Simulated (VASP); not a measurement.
A run of VASP 6.6.1 is set up as follows.

Contents of INCAR:

```
ALGO = Normal
EDIFF = 1E-8
ENCUT = 520
IBRION = 8
ISIF = 2
ISMEAR = -1
LASPH = T
LCHARG = T
LREAL = F
LWAVE = F
NBANDS = 15
NELM = 80
NSW = 1
PREC = Accurate
SIGMA = 0.15
```

File KPOINTS:

```
k-points
0
Gamma
  18 18 18
```

The input POSCAR:

```
TiC
1.0
    0.0000000000      2.1115747697      2.1115747697
    2.1115747697      0.0000000000      2.1115747697
    2.1115747697      2.1115747697      0.0000000000
Ti C
1 1
Direct
    0.0000000000      0.0000000000      0.0000000000
    0.5000000000      0.5000000000      0.5000000000
```

Potentials or basis: VASP PAW LDA potentials, release 64 (Ti_sv, C).

Launch:

```console
$ cat potpaw_LDA.64/Ti_sv/POTCAR potpaw_LDA.64/C/POTCAR > POTCAR
$ mpirun -np 1 vasp_std > vasp.out
```

Question: What does it give for the highest phonon frequency at Γ?

Answer: 582 cm⁻¹.

Phonon frequencies in cm⁻¹ (negative: imaginary):
```
              q point        frequencies
(0.000, 0.000, 0.000)  0 0 0 582 582 582
```

Caveat: the cell stands under pressure or tension, which shifts response properties.
